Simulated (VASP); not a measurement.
A run of VASP 6.6.1 is set up as follows.

INCAR

```
ALGO     = Normal         # electronic algorithm
EDIFF    = 1E-6           # SCF threshold, eV
ENCUT    = 520            # plane-wave cutoff, eV
GGA      = PE             # functional
ISIF     = 2              # what is computed and relaxed
ISMEAR   = 0              # smearing method
LASPH    = T              # aspherical terms in the spheres
LCHARG   = T              # write CHGCAR
LELF     = T              # ELF
LREAL    = F              # projectors in reciprocal space
LVHAR    = T            
LWAVE    = F              # write WAVECAR
NBANDS   = 30             # bands
NELM     = 80             # most SCF steps
PREC     = Accurate       # precision mode
SIGMA    = 0.01           # smearing width, eV
```

The input KPOINTS:

```
k-points
0
Gamma
  9 9 4
```

Contents of POSCAR:

```
In2O3
1.0
    3.4682628369      0.0000000000      0.0000000000
   -1.7341314184      3.0036037237      0.0000000000
    0.0000000000      0.0000000000      6.4273125313
In O
2 3
Direct
    0.3333333333      0.6666666667      0.2315476735
    0.6666666667      0.3333333333      0.7684523265
    0.0000000000      0.0000000000      0.0000000000
    0.3333333333      0.6666666667      0.6577844869
    0.6666666667      0.3333333333      0.3422155131
```

Potentials or basis: VASP PAW PBE potentials, release 64 (In_d, O).

Launch:

```console
$ cat potpaw_PBE.64/In_d/POTCAR potpaw_PBE.64/O/POTCAR > POTCAR
$ mpirun -np 1 vasp_std > vasp.out
```

Problem. What does it give for the band gap on the k mesh?

Solution. 0.40 eV.

Problem. Estimate the pressure.

Solution. -3.8 GPa.

Problem. What does it give for the largest force?

Solution. 0.143 eV/Å.

Stress tensor (GPa, compression positive):
```
-4.32  0.00  0.00
 0.00 -4.32  0.00
 0.00  0.00 -2.73
```

Caveat: the cell stands under tension; semilocal functionals underestimate gaps, and a narrow one can read as zero; spin-orbit coupling is left out, which moves the levels of the heavy elements.
